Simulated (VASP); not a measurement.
Here is a VASP 6.6.1 calculation.

File INCAR:

```
SYSTEM = Ti2W
  ALGO = Normal
  EDIFF = 1E-7
  EDIFFG = -0.01
  ENCUT = 500
  GGA = PE
  GGA_COMPAT = .FALSE.
  IBRION = 2
  ISIF = 3
  ISMEAR = 0
  KPAR = 4
  LASPH = .TRUE.
  LCHARG = .FALSE.
  LREAL = .FALSE.
  LWAVE = .FALSE.
  NELM = 120
  NELMIN = 4
  NSW = 100
  PREC = Accurate
  SIGMA = 0.1
```

File KPOINTS:

```
k-points
0
G
  18 18 18
  0 0 0
```

Contents of POSCAR:

```
Ti2W
1.0
    0.0000000000      2.2422069926      6.8921806382
    1.6142165576      0.0000000000      6.8921806382
    1.6142165576      2.2422069926      0.0000000000
Ti W
2 1
Direct
    0.6618443623      0.6618443623      0.3381556377
    0.3381556377      0.3381556377      0.6618443623
    0.0000000000      0.0000000000      0.0000000000
```

Potentials or basis: VASP PAW PBE potentials, release 64 (Ti_sv, W_sv).

The run is started by

```bash
$ cat potpaw_PBE.64/Ti_sv/POTCAR potpaw_PBE.64/W_sv/POTCAR > POTCAR
$ mpirun -np 4 vasp_std > vasp.out
```

(1) Predict the space group after relaxing (to 0.1 Å).

(2) Predict the relaxed cell.

Answers

(1) Fmmm (No. 69).

(2) a = 7.208 Å, b = 7.013 Å, c = 2.796 Å, α = 82.60°, β = 74.77°, γ = 22.63°.
